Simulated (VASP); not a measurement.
MgO (zincblende type):

```xyz
2
Lattice="0.0000 2.2468 2.2468 2.2468 0.0000 2.2468 2.2468 2.2468 0.0000" Properties=species:S:1:pos:R:3 pbc="T T T"
Mg    0.0000    0.0000    0.0000
O     1.1234    1.1234    1.1234
```

* Program: VASP 6.6.1
* Task: relaxation of cell and atoms
* Functional: r2SCAN
* Potentials or basis: VASP PAW PBE potentials, release 64 (Mg, O)
* Cutoff: 600 eV
* k mesh: 16 × 16 × 16
* Occupations: fermi-dirac, width 0.1 eV
* Spin: no spin polarisation

At the start: pressure 5.8 GPa; volume 11.34 Å³/atom.

Problem. How do energy, volume and symmetry change on relaxing?

Solution. Over 3 steps the energy falls by 8.4 meV/atom and the volume is 11.82 Å³/atom (+4.2 %); space group F-43m (No. 216, to 0.05 Å).

Step by step:
| step | energy change (eV) | largest force (eV/Å) | pressure (GPa) | volume (Å³) |
| --- | --- | --- | --- | --- |
| 1 | 0.0000 | 0.0000 | 5.80 | 22.68 |
| 2 | -0.0138 | 0.0000 | -2.17 | 24.06 |
| 3 | -0.0167 | 0.0000 | 0.01 | 23.64 |

Final structure:
```yaml
crystal:
  lattice:
    - [0.00000, 2.27792, 2.27792]
    - [2.27792, 0.00000, 2.27792]
    - [2.27792, 2.27792, 0.00000]
  atoms:
    - { symbol: Mg, position: [0.00000, 0.00000, 0.00000] }
    - { symbol: O, position: [0.25000, 0.25000, 0.25000] }
```

Caveat: the PAW data sets were made with another functional, which shifts forces and pressure a little.
